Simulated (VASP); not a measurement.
# Hf (Im-3m) in VASP: further runs

Hf is run at these levels: LDA; tasks: single point.

Program: VASP 6.6.1. These are calculated values, not measurements. Logs are shortened: lines on timing, memory, paths and dates and some standing lists are left out, and cuts for length are marked.

## Step 1: The cell of the first run

It takes space group Im-3m (No. 229, cubic). Conventional cell: a = 2.538 Å, b = 2.538 Å, c = 2.538 Å, α = 90.00°, β = 90.00°, γ = 90.00°. Hf (site symmetry m-3m) has 14 Hf at 2.20 to 2.54 Å within 2.9 Å.

## Step 2: Single point, LDA (volume scaled by 0.4)

File INCAR:

```
SYSTEM = Hf
ALGO = Normal
EDIFF = 1E-7
ENCUT = 520
GGA = CA
ISIF = 2
ISMEAR = -1
LASPH = .TRUE.
LCHARG = .FALSE.
LREAL = .FALSE.
LWAVE = .FALSE.
NBANDS = 11
NELM = 80
PREC = Accurate
SIGMA = 0.08
```

File KPOINTS:

```
k-points
0
G
  17 17 17
  0 0 0
```

File POSCAR:

```
Hf
1.0
   -1.2687822098      1.2687822098      1.2687822098
    1.2687822098     -1.2687822098      1.2687822098
    1.2687822098      1.2687822098     -1.2687822098
Hf
1
Direct
    0.0000000000      0.0000000000      0.0000000000
```

Potentials or basis: VASP PAW LDA potentials, release 64 (Hf_pv).

Run with:

```
$ cat potpaw_LDA.64/Hf_pv/POTCAR > POTCAR
$ mpirun -np 1 vasp_std > vasp.out
```

OUTCAR:

```text
SYSTEM = Hf
   EDIFF = 1E-7
   ENCUT = 520
   GGA = CA
   ISIF = 2
   ISMEAR = -1
   LASPH = .TRUE.
   LREAL = .FALSE.
   NELM = 80
   PREC = Accurate

 ion  position               nearest neighbor table
   1  0.000  0.000  0.000-

  LATTYP: Found a body centered cubic cell.
 ALAT       =     2.5375644196

  Lattice vectors:

 A1 = (  -1.2687822098,   1.2687822098,   1.2687822098)
 A2 = (   1.2687822098,  -1.2687822098,   1.2687822098)
 A3 = (   1.2687822098,   1.2687822098,  -1.2687822098)

Analysis of symmetry for initial positions (statically):
=====================================================================
 Subroutine PRICEL returns:
 Original cell was already a primitive cell.

 Routine SETGRP: Setting up the symmetry group for a
 body centered cubic supercell.

 Subroutine GETGRP returns: Found 48 space group operations
 (whereof 48 operations were pure point group operations)
 out of a pool of 48 trial point group operations.

The static configuration has the point symmetry O_h .

Analysis of symmetry for dynamics (positions and initial velocities):
=====================================================================
 Subroutine PRICEL returns:
 Original cell was already a primitive cell.

 Routine SETGRP: Setting up the symmetry group for a
 body centered cubic supercell.

 Subroutine GETGRP returns: Found 48 space group operations
 (whereof 48 operations were pure point group operations)
 out of a pool of 48 trial point group operations.

The dynamic configuration has the point symmetry O_h .

 Subroutine INISYM returns: Found 48 space group operations
 (whereof 48 operations are pure point group operations),
 and found     1 'primitive' translations

----------------------------------------------------------------------------------------

                                     Primitive cell

  volume of cell :       8.1700

  direct lattice vectors                    reciprocal lattice vectors
    -1.268782210  1.268782210  1.268782210     0.000000000  0.394078665  0.394078665
     1.268782210 -1.268782210  1.268782210     0.394078665  0.000000000  0.394078665
     1.268782210  1.268782210 -1.268782210     0.394078665  0.394078665  0.000000000

  length of vectors
     2.197595251  2.197595251  2.197595251     0.557311393  0.557311393  0.557311393

[... 75 lines left out ...]
   LASPH  =      T    aspherical Exc in radial PAW
   ENCUT  =  520.0 eV  38.22 Ry    6.18 a.u.   4.09  4.09  4.09*2*pi/ulx,y,z
   NELM   =     80;   NELMIN=  2; NELMDL= -5     # of ELM steps
   EDIFF  = 0.1E-06   stopping-criterion for ELM
   LREAL  =      F    real-space projection
   EDIFFG = 0.1E-05   stopping-criterion for IOM
   NSW    =      0    number of steps for IOM
   IBRION =     -1    ionic relax: 0-MD 1-quasi-New 2-CG
   NFREE  =      0    steps in history (QN), initial steepest desc. (CG)
   ISIF   =      2    stress and relaxation
   ISYM   =      2    0-nonsym 1-usesym 2-fastsym
   POTIM  = 0.5000    time-step for ionic-motion
   TEBEG  =    0.0;   TEEND  =   0.0 temperature during run
   PSTRESS=    0.0 pullay stress
   NELECT =      10.0000    total number of electrons
   NUPDOWN=      -1.0000    fix difference up-down
   EMIN   =  10.00;   EMAX   =-10.00  energy-range for DOS
   EFERMI =   0.00;   METHOD = LEGACY
   ISMEAR =    -1;   SIGMA  =   0.08  broadening in eV -4-tet -1-fermi 0-gaus
   EFERMI_NEDOS =   21; number of points for ismear=-14 and -15
   IALGO  =     38    algorithm
   IMIX   =      4    mixing-type and parameters
     AMIX     =   0.40;   BMIX     =  1.00
     AMIX_MAG =   1.60;   BMIX_MAG =  1.00
  volume/ion in A,a.u.               =       8.17        55.13
  Fermi-wavevector in a.u.,A,eV,Ry     =   1.751195  3.309278 41.724751  3.066683
  Thomas-Fermi vector in A             =   2.821767
   LORBIT       =      0    0 simple, 1 ext, 2 COOP (PROOUT), +10 PAW based schemes
   GGA     = CA    functional components
   LHFCALC =     F    Hartree Fock is set to
   AEXX    =    0.0000 exact exchange contribution
   IVDW    =     0    specifies the selected vdW correction
   LEPSILON=     F    determine dielectric tensor
   LRPA    =     F    only Hartree local field effects (RPA)
 non-spin polarized calculation
  energy-cutoff  :      520.00
  volume of cell :        8.17
 maximum number of plane-waves:       236
   NGX =  9   NGY =  9   NGZ =  9

 number of electron      10.0000000 magnetization

 number of electron       9.9999998 magnetization

 Free energy of the ion-electron system (eV)
  ---------------------------------------------------
  ext. energy  EPLUGINS =         0.00000000
  ---------------------------------------------------
  free energy    TOTEN  =        -0.31613494 eV

  energy without entropy =       -0.30717710  energy(sigma->0) =       -0.31165602

 E-fermi :  14.5742     XC(G=0): -16.9087

 val. band max:       14.5579637775   @ k =  -0.1176   0.1176   0.0588
 cond. band min:      14.5798373873   @ k =   0.0588   0.0588   0.0000
 fundamental gap:      0.0218736098
 Fermi energy:        14.5742293492

 k-point     1 :       0.0000    0.0000    0.0000
  band No.  band energies     occupation
      1     -10.9941      2.00000
      2     -10.9941      2.00000
      3     -10.9941      2.00000
      4       8.9460      2.00000
      5      15.2933      0.00025
      6      15.2933      0.00025
      7      15.2933      0.00025
      8      22.1028      0.00000
      9      22.1028      0.00000
     10      28.9101      0.00000
     11      33.5232      0.00000
[... 309 lines left out ...]
 k-point    24 :       0.1765    0.1765    0.0000
  band No.  band energies     occupation
      1     -18.8650      2.00000
      2     -14.1131      2.00000
      3     -12.0535      2.00000
      4      10.0956      2.00000
      5      12.3319      2.00000
      6      16.8710      0.00000
      7      20.0754      0.00000
      8      25.6745      0.00000
      9      28.5289      0.00000
     10      28.8352      0.00000
     11      40.2446      0.00000

 [... further k-points ...]
[... 5 lines left out ...]
  --------------------------------------------------------------------------------------
  -------------------------------------------------------------------------------------
  Total       30.3761791     30.3761791     30.3761791      0.0000000      0.0000000      0.0000000
  in kB     5956.9299716   5956.9299716   5956.9299716      0.0000000      0.0000000      0.0000000
  external PRESSURE =    5956.9299716 kB  Pullay stress =       0.0000000 kB

 VOLUME and BASIS-vectors are now :
 -----------------------------------------------------------------------------
  energy-cutoff  :      520.00
  volume of cell :        8.17
      direct lattice vectors                 reciprocal lattice vectors
    -1.268782210  1.268782210  1.268782210     0.000000000  0.394078665  0.394078665
     1.268782210 -1.268782210  1.268782210     0.394078665  0.000000000  0.394078665
     1.268782210  1.268782210 -1.268782210     0.394078665  0.394078665  0.000000000

 POSITION                                       TOTAL-FORCE (eV/Angst)
 -----------------------------------------------------------------------------------
      0.00000      0.00000      0.00000        -0.000000      0.000000      0.000000
 -----------------------------------------------------------------------------------
    total drift:                                0.000000      0.000000      0.000000

  FREE ENERGIE OF THE ION-ELECTRON SYSTEM (eV)
  ---------------------------------------------------
  free  energy   TOTEN  =        -0.3161349392 eV

  energy  without entropy=       -0.3071770951  energy(sigma->0) =       -0.31165602
```

Run time: 5 s. Hardware: 1 thread of Intel Xeon Platinum 8488C (Sapphire Rapids), shared host; peak memory 0.12 GiB.

Results:

| Property | Result |
| --- | --- |
| Free energy | -0.3161 eV |
| Pressure | 595.7 GPa |
| Band gap on the k mesh | zero (band 5 reaches 18.06 eV, above the bottom of band 6 at 12.82 eV) |

Levels at points of the mesh, in eV from the Fermi level:
```
           k point  band 1  band 2  band 3  band 4  band 5  band 6  band 7  band 8  band 9  band 10
(0.00, 0.00, 0.00)  -25.57  -25.57  -25.57   -5.63    0.72    0.72    0.72    7.53    7.53    14.34
```

Caveat: spin-orbit coupling is left out, which moves the levels of the heavy elements.

## Step 3: Single point, LDA (volume scaled by 0.5)

File INCAR:

```
SYSTEM = Hf
  ALGO = Normal
  EDIFF = 1E-7
  ENCUT = 520
  ISIF = 2
  ISMEAR = -1
  LASPH = .True.
  LCHARG = .False.
  LREAL = .False.
  LWAVE = .False.
  NBANDS = 11
  NELM = 60
  PREC = Accurate
  SIGMA = 0.08
```

File KPOINTS:

```
k-points
0
Gamma
  17 17 17
  0 0 0
```

File POSCAR:

```
Hf
1.0
   -1.3667542034      1.3667542034      1.3667542034
    1.3667542034     -1.3667542034      1.3667542034
    1.3667542034      1.3667542034     -1.3667542034
Hf
1
Direct
    0.0000000000      0.0000000000      0.0000000000
```

Potentials or basis: VASP PAW LDA potentials, release 64 (Hf_pv).

Run with:

```
$ cat potpaw_LDA.64/Hf_pv/POTCAR > POTCAR
$ mpirun -np 1 vasp_std > vasp.out
```

It took 11 s on 1 thread of Intel Xeon Platinum 8488C (Sapphire Rapids), shared host; peak memory 0.13 GiB.

It converged, with:

```
Free energy            : -5.5674 eV
Pressure               : 277.1 GPa
Band gap on the k mesh : zero (band 5 reaches 13.35 eV, above the bottom of band 6 at 9.93 eV)
```

Levels at points of the mesh, in eV from the Fermi level:
```
           k point  band 1  band 2  band 3  band 4  band 5  band 6  band 7  band 8  band 9  band 10
(0.00, 0.00, 0.00)  -26.56  -26.56  -26.56   -7.35    1.30    1.30    1.30    7.02    7.02    14.19
```

Caveat: spin-orbit coupling is left out, which moves the levels of the heavy elements.

## Step 4: Single point, LDA (volume scaled by 0.6)

File INCAR:

```
SYSTEM = Hf
  PREC = Accurate
  ENCUT = 520
  EDIFF = 1E-6
  ISMEAR = -1
  SIGMA = 0.08
  LREAL = .FALSE.
  LASPH = .TRUE.
  NELM = 80
  ALGO = Normal
  ISIF = 2
  LWAVE = .FALSE.
  LCHARG = .FALSE.
  GGA = CA
  NBANDS = 11
```

File KPOINTS:

```
Automatic mesh
0
G
  17 17 17
  0 0 0
```

File POSCAR:

```
Hf
1.0
   -1.4523930662      1.4523930662      1.4523930662
    1.4523930662     -1.4523930662      1.4523930662
    1.4523930662      1.4523930662     -1.4523930662
Hf
1
Direct
    0.0000000000      0.0000000000      0.0000000000
```

Potentials or basis: VASP PAW LDA potentials, release 64 (Hf_pv).

Run with:

```
$ cat potpaw_LDA.64/Hf_pv/POTCAR > POTCAR
$ mpirun -np 1 vasp_std > vasp.out
```

OUTCAR:

```text
SYSTEM = Hf
   PREC = Accurate
   ENCUT = 520
   EDIFF = 1E-6
   ISMEAR = -1
   LREAL = .FALSE.
   LASPH = .TRUE.
   NELM = 80
   ISIF = 2
   GGA = CA

 ion  position               nearest neighbor table
   1  0.000  0.000  0.000-

  LATTYP: Found a body centered cubic cell.
 ALAT       =     2.9047861324

  Lattice vectors:

 A1 = (  -1.4523930662,   1.4523930662,   1.4523930662)
 A2 = (   1.4523930662,  -1.4523930662,   1.4523930662)
 A3 = (   1.4523930662,   1.4523930662,  -1.4523930662)

Analysis of symmetry for initial positions (statically):
[... 506 lines left out ...]
      4       5.8485      2.00000
      5       8.4840      2.00000
      6       9.5291      1.09864
      7      14.4148      0.00000
      8      17.8281      0.00000
      9      18.5481      0.00000
     10      23.5241      0.00000
     11      29.1953      0.00000

 [... further k-points ...]
[... 5 lines left out ...]
  --------------------------------------------------------------------------------------
  -------------------------------------------------------------------------------------
  Total       10.9307628     10.9307628     10.9307628      0.0000000     -0.0000000     -0.0000000
  in kB     1429.0537330   1429.0537330   1429.0537330      0.0000000     -0.0000000     -0.0000000
  external PRESSURE =    1429.0537330 kB  Pullay stress =       0.0000000 kB

 VOLUME and BASIS-vectors are now :
 -----------------------------------------------------------------------------
  energy-cutoff  :      520.00
  volume of cell :       12.25
      direct lattice vectors                 reciprocal lattice vectors
    -1.452393066  1.452393066  1.452393066     0.000000000  0.344259424  0.344259424
     1.452393066 -1.452393066  1.452393066     0.344259424  0.000000000  0.344259424
     1.452393066  1.452393066 -1.452393066     0.344259424  0.344259424  0.000000000

 POSITION                                       TOTAL-FORCE (eV/Angst)
 -----------------------------------------------------------------------------------
      0.00000      0.00000      0.00000         0.000000      0.000000     -0.000000
 -----------------------------------------------------------------------------------
    total drift:                                0.000000      0.000000      0.000000

  FREE ENERGIE OF THE ION-ELECTRON SYSTEM (eV)
  ---------------------------------------------------
  free  energy   TOTEN  =        -8.1445360185 eV

  energy  without entropy=       -8.1322538665  energy(sigma->0) =       -8.13839494
```

stdout:

```text
POSCAR found type information on POSCAR Hf
 POSCAR found :  1 types and       1 ions
 scaLAPACK will be used
 LDA part: xc-table for (Slater(with rela. corr.)+CA(PZ))
 , standard interpolation
 POSCAR, INCAR and KPOINTS ok, starting setup
 FFT: planning ... GRIDC
 FFT: planning ... GRID_SOFT
 FFT: planning ... GRID
 WAVECAR not read
 entering main loop
```

Run time: 11 s. Hardware: 1 thread of Intel Xeon Platinum 8488C (Sapphire Rapids), shared host; peak memory 0.13 GiB.

Results:

```
Free energy            : -8.1445 eV
Pressure               : 142.9 GPa
Band gap on the k mesh : zero (band 5 reaches 11.06 eV, above the bottom of band 6 at 8.43 eV)
```

Caveat: spin-orbit coupling is left out, which moves the levels of the heavy elements.

## Step 5: Single point, LDA (volume scaled by 0.6)

File INCAR:

```
  ALGO = Normal
  EDIFF = 1E-6
  ENCUT = 520
  GGA = CA
  ISIF = 2
  ISMEAR = -1
  LASPH = True
  LCHARG = False
  LREAL = False
  LWAVE = False
  NBANDS = 11
  NELM = 100
  PREC = Accurate
  SIGMA = 0.08
```

File KPOINTS:

```
k-points
0
Gamma
  17 17 17
```

POSCAR is that of step 4.

Potentials or basis: VASP PAW LDA potentials, release 64 (Hf_pv).

Run with:

```
$ cat potpaw_LDA.64/Hf_pv/POTCAR > POTCAR
$ mpirun -np 1 vasp_std > vasp.out
```

OUTCAR:

```text
EDIFF = 1E-6
   ENCUT = 520
   GGA = CA
   ISIF = 2
   ISMEAR = -1
   LASPH = True
   LREAL = False
   NELM = 100
   PREC = Accurate

 ion  position               nearest neighbor table
   1  0.000  0.000  0.000-

  LATTYP: Found a body centered cubic cell.
 ALAT       =     2.9047861324

  Lattice vectors:

 A1 = (  -1.4523930662,   1.4523930662,   1.4523930662)
 A2 = (   1.4523930662,  -1.4523930662,   1.4523930662)
 A3 = (   1.4523930662,   1.4523930662,  -1.4523930662)

[... 506 lines left out ...]
      3     -18.1423      2.00000
      4       5.8485      2.00000
      5       8.4840      2.00000
      6       9.5291      1.09864
      7      14.4148      0.00000
      8      17.8281      0.00000
      9      18.5481      0.00000
     10      23.5241      0.00000
     11      29.1953      0.00000

 [... further k-points ...]
[... 5 lines left out ...]
  --------------------------------------------------------------------------------------
  -------------------------------------------------------------------------------------
  Total       10.9307628     10.9307628     10.9307628      0.0000000     -0.0000000     -0.0000000
  in kB     1429.0537330   1429.0537330   1429.0537330      0.0000000     -0.0000000     -0.0000000
  external PRESSURE =    1429.0537330 kB  Pullay stress =       0.0000000 kB

 VOLUME and BASIS-vectors are now :
 -----------------------------------------------------------------------------
  energy-cutoff  :      520.00
  volume of cell :       12.25
      direct lattice vectors                 reciprocal lattice vectors
    -1.452393066  1.452393066  1.452393066     0.000000000  0.344259424  0.344259424
     1.452393066 -1.452393066  1.452393066     0.344259424  0.000000000  0.344259424
     1.452393066  1.452393066 -1.452393066     0.344259424  0.344259424  0.000000000

 POSITION                                       TOTAL-FORCE (eV/Angst)
 -----------------------------------------------------------------------------------
      0.00000      0.00000      0.00000         0.000000      0.000000     -0.000000
 -----------------------------------------------------------------------------------
    total drift:                                0.000000      0.000000      0.000000

  FREE ENERGIE OF THE ION-ELECTRON SYSTEM (eV)
  ---------------------------------------------------
  free  energy   TOTEN  =        -8.1445360185 eV

  energy  without entropy=       -8.1322538665  energy(sigma->0) =       -8.13839494
```

stdout:

```text
POSCAR found type information on POSCAR Hf
 POSCAR found :  1 types and       1 ions
 scaLAPACK will be used
 LDA part: xc-table for (Slater(with rela. corr.)+CA(PZ))
 , standard interpolation
 POSCAR, INCAR and KPOINTS ok, starting setup
 FFT: planning ... GRIDC
 FFT: planning ... GRID_SOFT
 FFT: planning ... GRID
 WAVECAR not read
 entering main loop
```

It took 11 s on 1 thread of Intel Xeon Platinum 8488C (Sapphire Rapids), shared host; peak memory 0.13 GiB.

What came out:

- Free energy: -8.1445 eV
- Pressure: 142.9 GPa
- Band gap on the k mesh: zero (band 5 reaches 11.06 eV, above the bottom of band 6 at 8.43 eV)

Caveat: spin-orbit coupling is left out, which moves the levels of the heavy elements.

## Step 6: The runs side by side

```tsv
cell	gap on the mesh (eV)	pressure (GPa)
a = 2.198 Å, angles 109.5°, 1 atom	none	595.7
a = 2.367 Å, angles 109.5°, 1 atom	none	277.1
a = 2.516 Å, angles 109.5°, 1 atom	none	142.9
```

Alike in all rows: task single point; level LDA; potentials or basis VASP PAW LDA potentials, release 64 (Hf_pv); no spin polarisation; k mesh 17 × 17 × 17; cutoff (eV) 520; smearing fermi-dirac 0.08 eV.

Caveats: spin-orbit coupling is left out, which moves the levels of the heavy elements.

Absolute energies hang on the potentials; compare differences alone.
